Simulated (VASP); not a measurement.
A run of VASP 6.6.1:

The input INCAR:

```
PREC = Accurate
ENCUT = 520
EDIFF = 1E-6
ISMEAR = 1
SIGMA = 0.15
LREAL = False
LASPH = True
NELM = 60
ALGO = Normal
ISIF = 2
LWAVE = False
LCHARG = True
LELF = True
LVHAR = True
NBANDS = 16
```

The input KPOINTS:

```
regular mesh
0
Gamma
  6 6 6
```

POSCAR

```
C
1.0
    1.2331881000      0.7119814800      8.2826151000
   -1.2331881000      0.7119814800      8.2826151000
    0.0000000000     -1.4239629600      8.2826151000
C
4
Direct
    0.9128269200      0.9128269200      0.9128269200
    0.2461499400      0.2461499400      0.2461499400
    0.7538500600      0.7538500600      0.7538500600
    0.0871730800      0.0871730800      0.0871730800
```

Potentials or basis: VASP PAW LDA potentials, release 64 (C).

Command:

```bash
$ cat potpaw_LDA.64/C/POTCAR > POTCAR
$ mpirun -np 1 vasp_std > vasp.out
```

Hardware: 1 thread of AMD EPYC 7R43 64-Core Processor (Zen 3), with other jobs on the host.

Problem. Estimate the wall time of this run.

Solution. Wall time 4 min on 1 thread of AMD EPYC 7R43 64-Core Processor (Zen 3), on a shared host, peak memory 0.33 GiB. Counts: scf iterations 13, k points 32.
